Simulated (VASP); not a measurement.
# Al (P-1) in VASP: single point with PBEsol

Aim: the single point of Al with PBEsol.

Everything below comes from runs of VASP 6.6.1. Logs are shortened: lines on timing, memory, paths and dates and some standing lists are left out, and cuts for length are marked.

### Step 1. The cell of the first run

The typed cell holds 2 atoms: a = 2.813 Å, b = 2.788 Å, c = 4.867 Å, α = 89.57°, β = 88.85°, γ = 119.13°.

### Step 2. Single point, PBEsol

Contents of INCAR:

```
PREC = Accurate
ENCUT = 520
EDIFF = 1E-6
ISMEAR = -1
SIGMA = 0.05
LREAL = False
LASPH = True
NELM = 100
ALGO = Normal
ISIF = 2
LWAVE = False
LCHARG = False
GGA = PS
NBANDS = 10
```

Contents of KPOINTS:

```
Automatic mesh
0
Gamma
  14 14 7
```

Contents of POSCAR:

```
Al
1.0
    2.8124550000      0.0281245500      0.0281245500
   -1.3818714200      2.4215957200      0.0102943000
    0.0486685000      0.0486685000      4.8668500000
Al
2
Direct
    0.6666666667      0.3333333333      0.7500000000
    0.3333333333      0.6666666667      0.2500000000
```

Potentials or basis: VASP PAW PBE potentials, release 64 (Al).

Launch:

```bash
cat potpaw_PBE.64/Al/POTCAR > POTCAR
mpirun -np 1 vasp_std > vasp.out
```

OUTCAR:

```text
PREC = Accurate
   ENCUT = 520
   EDIFF = 1E-6
   ISMEAR = -1
   LREAL = False
   LASPH = True
   NELM = 100
   ISIF = 2
   GGA = PS

 ion  position               nearest neighbor table
   1  0.667  0.333  0.750-   2 2.90   2 2.90   2 2.91   2 2.93   2 2.95   2 2.97
   2  0.333  0.667  0.250-   1 2.90   1 2.90   1 2.91   1 2.93   1 2.95   1 2.97

  LATTYP: Found a triclinic cell.
 ALAT       =     2.8371067637
 B/A-ratio  =     0.9827453879
 C/A-ratio  =     1.7155986947
 COS(alpha) =     0.0074204930
 COS(beta)  =     0.0272158131
 COS(gamma) =     0.5000758952

  Lattice vectors:

 A1 = (   1.4305835800,   2.4497202700,   0.0384188500)
 A2 = (  -1.3818714200,   2.4215957200,   0.0102943000)
 A3 = (   0.0486685000,   0.0486685000,   4.8668500000)

Analysis of symmetry for initial positions (statically):
=====================================================================
 Subroutine PRICEL returns:
 Original cell was already a primitive cell.

 Routine SETGRP: Setting up the symmetry group for a
 triclinic supercell.

 Subroutine GETGRP returns: Found  2 space group operations
 (whereof  2 operations were pure point group operations)
 out of a pool of  2 trial point group operations.

The static configuration has the point symmetry S_2 .

Analysis of symmetry for dynamics (positions and initial velocities):
=====================================================================
 Subroutine PRICEL returns:
 Original cell was already a primitive cell.

 Routine SETGRP: Setting up the symmetry group for a
 triclinic supercell.

 Subroutine GETGRP returns: Found  2 space group operations
 (whereof  2 operations were pure point group operations)
 out of a pool of  2 trial point group operations.

The dynamic configuration has the point symmetry S_2 .

 Subroutine INISYM returns: Found  2 space group operations
 (whereof  2 operations are pure point group operations),
 and found     1 'primitive' translations

----------------------------------------------------------------------------------------

                                     Primitive cell

  volume of cell :      33.3289

  direct lattice vectors                    reciprocal lattice vectors
     2.812455000  0.028124550  0.028124550     0.353598755  0.201802962 -0.005554017
    -1.381871420  2.421595720  0.010294300    -0.004065822  0.410647989 -0.004065822
     0.048668500  0.048668500  4.866850000    -0.002034776 -0.002034776  0.205512407

  length of vectors
     2.812736231  2.788153587  4.867336661     0.407169943  0.410688242  0.205532553

  position of ions in fractional coordinates (direct lattice)
     0.666666667  0.333333333  0.750000000
     0.333333333  0.666666667  0.250000000

  ion indices of the primitive-cell ions
   primitive index   ion index
                 1           1
                 2           2

----------------------------------------------------------------------------------------

 KPOINTS: Automatic mesh

Automatic generation of k-mesh.
 Grid dimensions read from file:
 generate k-points for:   14   14    7

 Generating k-lattice:

  Cartesian coordinates                     Fractional coordinates (reciprocal lattice)
     0.025257054  0.014414497 -0.000396716     0.071428571 -0.000000000  0.000000000
    -0.000290416  0.029331999 -0.000290416    -0.000000000  0.071428571  0.000000000
    -0.000290682 -0.000290682  0.029358915    -0.000000000  0.000000000  0.142857143

  Length of vectors
     0.029083567  0.029334874  0.029361793

  Shift w.r.t. Gamma in fractional coordinates (k-lattice)
     0.000000000  0.000000000  0.000000000

 Subroutine IBZKPT returns following result:
 ===========================================

 Found    688 irreducible k-points:

 Following reciprocal coordinates:
            Coordinates               Weight
  0.000000  0.000000  0.000000      1.000000
  0.071429 -0.000000  0.000000      2.000000
  0.142857 -0.000000  0.000000      2.000000
  0.214286 -0.000000  0.000000      2.000000
  0.285714 -0.000000  0.000000      2.000000
  0.357143 -0.000000  0.000000      2.000000
[... 16 lines left out ...]
 -0.000000  0.142857  0.000000      2.000000
  0.071429  0.142857  0.000000      2.000000
 [... further k-points ...]
   k-points           NKPTS =    688   k-points in BZ     NKDIM =    688   number of bands    NBANDS=     10
   number of dos      NEDOS =    301   number of ions     NIONS =      2
   total plane-waves  NPLWV =  20736
   dimension x,y,z NGX =    24 NGY =   24 NGZ =   36
   dimension x,y,z NGXF=    48 NGYF=   48 NGZF=   72
   ions per type =               2
   NGX,Y,Z   is equivalent  to a cutoff of  14.19, 14.31, 12.30 a.u.
   NGXF,Y,Z  is equivalent  to a cutoff of  28.37, 28.62, 24.59 a.u.
 SYSTEM =  unknown system
   PREC   = accura    normal or accurate (medium, high low for compatibility)
   ISTART =      0    job   : 0-new  1-cont  2-samecut
   ICHARG =      2    charge: 1-file 2-atom 10-const
   ISPIN  =      1    spin polarized calculation?
   LNONCOLLINEAR =      F non collinear calculations
   LSORBIT =      F    spin-orbit coupling
   LASPH  =      T    aspherical Exc in radial PAW
   ENCUT  =  520.0 eV  38.22 Ry    6.18 a.u.   5.23  5.18  9.05*2*pi/ulx,y,z
   NELM   =    100;   NELMIN=  2; NELMDL= -5     # of ELM steps
   EDIFF  = 0.1E-05   stopping-criterion for ELM
   LREAL  =      F    real-space projection
   EDIFFG = 0.1E-04   stopping-criterion for IOM
   NSW    =      0    number of steps for IOM
   IBRION =     -1    ionic relax: 0-MD 1-quasi-New 2-CG
   NFREE  =      0    steps in history (QN), initial steepest desc. (CG)
   ISIF   =      2    stress and relaxation
   ISYM   =      2    0-nonsym 1-usesym 2-fastsym
   POTIM  = 0.5000    time-step for ionic-motion
   TEBEG  =    0.0;   TEEND  =   0.0 temperature during run
   PSTRESS=    0.0 pullay stress
   NELECT =       6.0000    total number of electrons
   NUPDOWN=      -1.0000    fix difference up-down
   EMIN   =  10.00;   EMAX   =-10.00  energy-range for DOS
   EFERMI =   0.00;   METHOD = LEGACY
   ISMEAR =    -1;   SIGMA  =   0.05  broadening in eV -4-tet -1-fermi 0-gaus
   EFERMI_NEDOS =   21; number of points for ismear=-14 and -15
   IALGO  =     38    algorithm
   IMIX   =      4    mixing-type and parameters
     AMIX     =   0.40;   BMIX     =  1.00
     AMIX_MAG =   1.60;   BMIX_MAG =  1.00
  volume/ion in A,a.u.               =      16.66       112.46
  Fermi-wavevector in a.u.,A,eV,Ry     =   0.924383  1.746830 11.625950  0.854483
  Thomas-Fermi vector in A             =   2.050122
   LORBIT       =      0    0 simple, 1 ext, 2 COOP (PROOUT), +10 PAW based schemes
   GGA     = PS    functional components
   LHFCALC =     F    Hartree Fock is set to
   AEXX    =    0.0000 exact exchange contribution
   IVDW    =     0    specifies the selected vdW correction
   LEPSILON=     F    determine dielectric tensor
   LRPA    =     F    only Hartree local field effects (RPA)
 non-spin polarized calculation
  energy-cutoff  :      520.00
  volume of cell :       33.33
 maximum number of plane-waves:       915
 NGX is ok and might be reduce to    24
   NGX = 11   NGY = 11   NGZ = 19

 number of electron       6.0000000 magnetization

 Free energy of the ion-electron system (eV)
  ---------------------------------------------------
  ext. energy  EPLUGINS =         0.00000000
  ---------------------------------------------------
  free energy    TOTEN  =        -8.11021511 eV

  energy without entropy =       -8.10348085  energy(sigma->0) =       -8.10684798

 E-fermi :   7.8204     XC(G=0): -10.2200

 val. band max:        7.8160182343   @ k =  -0.4286   0.1429   0.4286
 cond. band min:       7.8210318041   @ k =   0.1429   0.3571   0.0000
 fundamental gap:      0.0050135698
 Fermi energy:         7.8203885988

 k-point     1 :       0.0000    0.0000    0.0000
  band No.  band energies     occupation
      1      -3.2199      2.00000
      2       2.7884      2.00000
      3       3.0128      2.00000
      4      18.9048      0.00000
      5      19.0940      0.00000
      6      19.2006      0.00000
      7      19.5096      0.00000
      8      19.7592      0.00000
      9      20.2182      0.00000
     10      22.5645      0.00000

 k-point     2 :       0.0714   -0.0000    0.0000
  band No.  band energies     occupation
      1      -3.0948      2.00000
      2       2.9020      2.00000
      3       3.1387      2.00000
      4      16.6147      0.00000
      5      18.1895      0.00000
      6      18.8647      0.00000
      7      19.9264      0.00000
      8      20.3067      0.00000
      9      21.1789      0.00000
     10      21.6768      0.00000

 k-point     3 :       0.1429   -0.0000    0.0000
  band No.  band energies     occupation
      1      -2.7201      2.00000
      2       3.2428      2.00000
      3       3.5145      2.00000
      4      13.9228      0.00000
      5      17.0329      0.00000
      6      17.9787      0.00000
      7      18.7642      0.00000
      8      19.8464      0.00000
      9      20.7559      0.00000
     10      21.1001      0.00000

 k-point     4 :       0.2143   -0.0000    0.0000
  band No.  band energies     occupation
      1      -2.0979      2.00000
      2       3.8093      2.00000
      3       4.1348      2.00000
      4      11.3361      0.00000
      5      16.0328      0.00000
      6      16.2095      0.00000
      7      17.1469      0.00000
      8      17.9604      0.00000
      9      20.7971      0.00000
     10      20.9806      0.00000

 k-point     5 :       0.2857   -0.0000    0.0000
  band No.  band energies     occupation
      1      -1.2316      2.00000
      2       4.5938      2.00000
      3       4.9868      2.00000
      4       8.9404      0.00000
      5      14.0298      0.00000
      6      14.9532      0.00000
      7      15.3614      0.00000
      8      16.9967      0.00000
      9      20.2966      0.00000
     10      20.9147      0.00000

 k-point     6 :       0.3571   -0.0000    0.0000
  band No.  band energies     occupation
      1      -0.1260      2.00000
      2       5.5034      2.00000
      3       5.9821      2.00000
      4       6.9293      2.00000
      5      12.0034      0.00000
      6      12.8104      0.00000
      7      14.8331      0.00000
      8      16.3832      0.00000
      9      19.8495      0.00000
     10      20.4560      0.00000
[... 183 lines left out ...]
 k-point    21 :      -0.1429    0.0714   -0.0000
  band No.  band energies     occupation
      1      -2.8384      2.00000
      2       3.1469      2.00000
      3       3.3842      2.00000
      4      15.3060      0.00000
      5      15.9793      0.00000
      6      19.2758      0.00000
      7      19.9188      0.00000
      8      20.3253      0.00000
      9      20.5088      0.00000
     10      21.1213      0.00000

 k-point    22 :      -0.0714    0.0714   -0.0000
  band No.  band energies     occupation
      1      -3.0904      2.00000
      2       2.9145      2.00000
      3       3.1344      2.00000
      4      17.2437      0.00000
      5      17.7048      0.00000
      6      18.6854      0.00000
      7      20.0699      0.00000
      8      20.2901      0.00000
      9      20.7853      0.00000
     10      22.2612      0.00000

 k-point    23 :      -0.0000    0.1429    0.0000
  band No.  band energies     occupation
      1      -2.7114      2.00000
      2       3.2657      2.00000
      3       3.5079      2.00000
      4      14.2107      0.00000
      5      16.7177      0.00000
      6      17.9376      0.00000
      7      19.0187      0.00000
      8      19.9369      0.00000
      9      20.8048      0.00000
     10      21.0684      0.00000

 k-point    24 :       0.0714    0.1429    0.0000
  band No.  band energies     occupation
      1      -2.3421      2.00000
      2       3.5934      2.00000
      3       3.8855      2.00000
      4      12.9970      0.00000
      5      14.2855      0.00000
      6      18.0801      0.00000
      7      18.6329      0.00000
      8      19.2177      0.00000
      9      19.6913      0.00000
     10      20.5965      0.00000

 [... further k-points ...]

------------------------ aborting loop because EDIFF is reached ----------------------------------------

  FORCE on cell =-STRESS in cart. coord.  units (eV):
  Direction    XX          YY          ZZ          XY          YZ          ZX
  --------------------------------------------------------------------------------------
  -------------------------------------------------------------------------------------
  Total       -0.1536752     -0.1274186     -0.5116624     -0.2308147     -0.0544774     -0.0637502
  in kB       -7.3874412     -6.1252372    -24.5965224    -11.0956740     -2.6188268     -3.0645855
  external PRESSURE =     -12.7030670 kB  Pullay stress =       0.0000000 kB

 VOLUME and BASIS-vectors are now :
 -----------------------------------------------------------------------------
  energy-cutoff  :      520.00
  volume of cell :       33.33
      direct lattice vectors                 reciprocal lattice vectors
     2.812455000  0.028124550  0.028124550     0.353598755  0.201802962 -0.005554017
    -1.381871420  2.421595720  0.010294300    -0.004065822  0.410647989 -0.004065822
     0.048668500  0.048668500  4.866850000    -0.002034776 -0.002034776  0.205512407

 POSITION                                       TOTAL-FORCE (eV/Angst)
 -----------------------------------------------------------------------------------
      1.45085      0.86245      3.67232        -0.004163     -0.001026     -0.002517
      0.02840      1.63594      1.23295         0.004163      0.001026      0.002517
 -----------------------------------------------------------------------------------
    total drift:                                0.000000     -0.000000     -0.000000

  FREE ENERGIE OF THE ION-ELECTRON SYSTEM (eV)
  ---------------------------------------------------
  free  energy   TOTEN  =        -8.1102151075 eV

  energy  without entropy=       -8.1034808488  energy(sigma->0) =       -8.10684798
```

Wall time 76 s (1 thread of Intel Xeon Platinum 8375C at 2.90GHz (Ice Lake), shared host); peak memory 0.3 GiB.

What came out:

| Property | Result |
| --- | --- |
| Free energy | -8.1102 eV |
| Pressure | -1.3 GPa |
| Largest force | 0.005 eV/Å |
| Band gap on the k mesh | zero (bands 3 and 4 overlap by 5.39 eV) |

Forces in eV/Å, atoms in the order of the input:
```
Al  -0.004 -0.001 -0.003
Al   0.004  0.001  0.003
```

Stress tensor (GPa, compression positive):
```
-0.74 -1.11 -0.31
-1.11 -0.61 -0.26
-0.31 -0.26 -2.46
```

Levels at points of the mesh, in eV from the Fermi level:
| k point | band 1 | band 2 | band 3 | band 4 | band 5 | band 6 | band 7 |
| --- | --- | --- | --- | --- | --- | --- | --- |
| (0.00, 0.00, 0.00) | -11.04 | -5.03 | -4.81 | 11.08 | 11.27 | 11.38 | 11.69 |
| (0.50, 0.00, 0.00) | -5.12 | -4.98 | 0.21 | 0.86 | 1.00 | 1.63 | 6.59 |
| (0.00, 0.50, 0.00) | -5.00 | -4.90 | 0.40 | 0.88 | 1.19 | 1.64 | 6.27 |
| (0.50, 0.50, 0.00) | -4.87 | -4.83 | 0.65 | 0.83 | 1.44 | 1.60 | 5.95 |

Caveat: the PAW data sets were made with another functional, which shifts forces and pressure a little.
